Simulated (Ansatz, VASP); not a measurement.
**Two plane-wave programs on CdSe**

File INCAR:

```
PREC = Accurate
ENCUT = 520
EDIFF = 1E-7
ISMEAR = 0
SIGMA = 0.02
LREAL = F
LASPH = T
NELM = 100
ALGO = Normal
ISIF = 2
LWAVE = F
LCHARG = T
GGA = PE
LELF = T
LVHAR = T
NBANDS = 16
```

File KPOINTS:

```
regular mesh
0
Gamma
  10 10 10
```

POSCAR

```
CdSe
1.0
    0.0000000000      3.0025252277      3.0025252277
    3.0025252277      0.0000000000      3.0025252277
    3.0025252277      3.0025252277      0.0000000000
Cd Se
1 1
Direct
    0.0000000000      0.0000000000      0.0000000000
    0.2500000000      0.2500000000      0.2500000000
```

Input for Ansatz:

```yaml
crystal:
  lattice:
    - [0.0, 3.0025252277, 3.0025252277]
    - [3.0025252277, 0.0, 3.0025252277]
    - [3.0025252277, 3.0025252277, 0.0]
  atoms:
    - { symbol: Cd, position: [0.0, 0.0, 0.0] }
    - { symbol: Se, position: [0.25, 0.25, 0.25] }
basis:
  ecutwfc: 420
kpoints:
  mp_grid: { grid: [10, 10, 10] }
hamiltonian:
  xc: pbe
scf:
  occupations: { method: gaussian, width: 0.02 }
output:
  forces: true
  stress: true
  eigenvalues: true
```

Alike in both runs: task single point; functional PBE; k mesh 10 × 10 × 10; occupations gaussian, width 0.02 eV; no spin polarisation.

```csv
,VASP,Ansatz
version,VASP 6.6.1,Ansatz 0.2.0
potentials or method,"VASP PAW PBE potentials, release 64 (Cd, Se), cutoff 520 eV","scalar-relativistic, plane waves, PAW"
valence electrons in the cell,18,36
```

|  | VASP | Ansatz | Ansatz less VASP |
| --- | --- | --- | --- |
| gap on the k mesh at the Fermi level (eV) | 0.69 | 0.69 | -0.002 |
| least direct gap on the mesh (eV) | 0.69 | 0.69 | -0.002 |
| pressure (GPa) | 5.6 | 5.2 | -0.38 |

VASP's potentials hold 18 valence electrons a cell and Ansatz's 36, so a difference there can come from the potentials and not from the codes.
